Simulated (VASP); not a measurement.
A run of VASP 6.6.1 is set up as follows.

Contents of INCAR:

```
ALGO = Normal
EDIFF = 1E-6
ENCUT = 500
GGA_COMPAT = False
ISIF = 2
ISMEAR = 0
LASPH = True
LCHARG = True
LELF = True
LREAL = False
LVHAR = True
LWAVE = False
NBANDS = 30
NELM = 120
PREC = Accurate
SIGMA = 0.02
```

The input KPOINTS:

```
k-points
0
Gamma
  4 4 4
```

POSCAR

```
In3Sb
1.0
    0.0000000000      3.7103470552      3.7103470552
    3.7103470552      0.0000000000      3.7103470552
    3.7103470552      3.7103470552      0.0000000000
Sb In
1 3
Direct
    0.0000000000      0.0000000000      0.0000000000
    0.5000000000      0.5000000000      0.5000000000
    0.2500000000      0.2500000000      0.2500000000
    0.7500000000      0.7500000000      0.7500000000
```

Potentials or basis: VASP PAW LDA potentials, release 64 (Sb, In_d).

The run is started by

```console
$ cat potpaw_LDA.64/Sb/POTCAR potpaw_LDA.64/In_d/POTCAR > POTCAR
$ mpirun -np 1 vasp_std > vasp.out
```

(1) What does it give for the pressure?

(2) Estimate the band gap on the k mesh.

## Answers

(1) 0.1 GPa.

(2) zero (bands 22 and 23 overlap by 3.53 eV).

Caveat: the k points lie up to 0.37 Å⁻¹ apart, too coarse for converged energies and pressures of a metal; spin-orbit coupling is left out, which moves the levels of the heavy elements.
